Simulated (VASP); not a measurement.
Here is a VASP 6.6.1 calculation.

Contents of INCAR:

```
SYSTEM = Al
PREC = Accurate
ENCUT = 500
EDIFF = 1E-7
ISMEAR = -1
SIGMA = 0.05
LREAL = .False.
LASPH = .True.
NELM = 120
ALGO = Normal
ISIF = 3
LWAVE = .False.
LCHARG = .False.
GGA = PS
IBRION = 2
NSW = 60
EDIFFG = -0.03
GGA_COMPAT = .False.
NELMIN = 4
```

The input KPOINTS:

```
Automatic mesh
0
Gamma
  9 9 9
  0 0 0
```

File POSCAR:

```
Al
1.0
    0.0000000000      2.0248050000      2.0248050000
    2.0248050000      0.0000000000      2.0248050000
    2.0248050000      2.0248050000      0.0000000000
Al
1
Direct
    0.0000000000      0.0000000000      0.0000000000
```

Potentials or basis: VASP PAW PBE potentials, release 64 (Al).

Command:

```bash
$ cat potpaw_PBE.64/Al/POTCAR > POTCAR
$ mpirun -np 1 vasp_std > vasp.out
```

Q: Predict the space group after relaxing (to 0.05 Å).

A: Fm-3m (No. 225).

Q: Predict the relaxed cell.

A: a = 2.844 Å, b = 2.844 Å, c = 2.844 Å, α = 60.00°, β = 60.00°, γ = 60.00°.

Q: What does it give for the relaxed volume?

A: 16.26 Å³/atom.

Final structure:
```
Al
1.0
     0.00000    2.01096    2.01096
     2.01096    0.00000    2.01096
     2.01096    2.01096    0.00000
Al
1
Direct
  0.00000 0.00000 0.00000
```

Caveat: the PAW data sets were made with another functional, which shifts forces and pressure a little.
